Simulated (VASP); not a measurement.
Set up this calculation in VASP 6.6.1, as the native input.

```
Task                   : single point
Functional             : PBE
Potentials or basis    : VASP PAW PBE potentials, release 64 (Ge_d)
Cutoff                 : 520 eV
k mesh                 : 9 × 9 × 6
Occupations            : gaussian, width 0.1 eV
Spin                   : no spin polarisation
Dipole correction      : no
Further INCAR settings : ALGO = Normal; EDIFF = 1e-06; NBANDS = 13
```

The structure of Ge lies in POSCAR:

```
Ge
1.0
    2.8656886182      0.0000000000      0.0000000000
   -1.4328443091      2.4817591427      0.0000000000
    0.0000000000      0.0000000000      2.6698372091
Ge
1
Direct
    0.0000000000      0.0000000000      0.5000000000
```

These files were run (other wordings do the same):

INCAR

```
ALGO = Normal
EDIFF = 1E-6
ENCUT = 520
GGA = PE
ISIF = 2
ISMEAR = 0
LASPH = T
LCHARG = F
LREAL = F
LWAVE = F
NBANDS = 13
NELM = 100
PREC = Accurate
SIGMA = 0.1
```

KPOINTS

```
k-points
0
Gamma
  9 9 6
```

Potentials or basis: VASP PAW PBE potentials, release 64 (Ge_d).

Run with:

```sh
$ cat potpaw_PBE.64/Ge_d/POTCAR > POTCAR
$ mpirun -np 1 vasp_std > vasp.out
```

It gave:

| Item | Value |
| --- | --- |
| Pressure | 0.1 GPa |
| Band gap on the k mesh | zero (band 7 reaches 13.40 eV, above the bottom of band 8 at 3.13 eV) |

Caveat: the k points lie up to 0.39 Å⁻¹ apart.

Wall time 5.7 s on 1 thread of Intel(R) Xeon(R) Platinum 8488C (Sapphire Rapids), with other jobs on the host, peak memory 0.13 GiB.
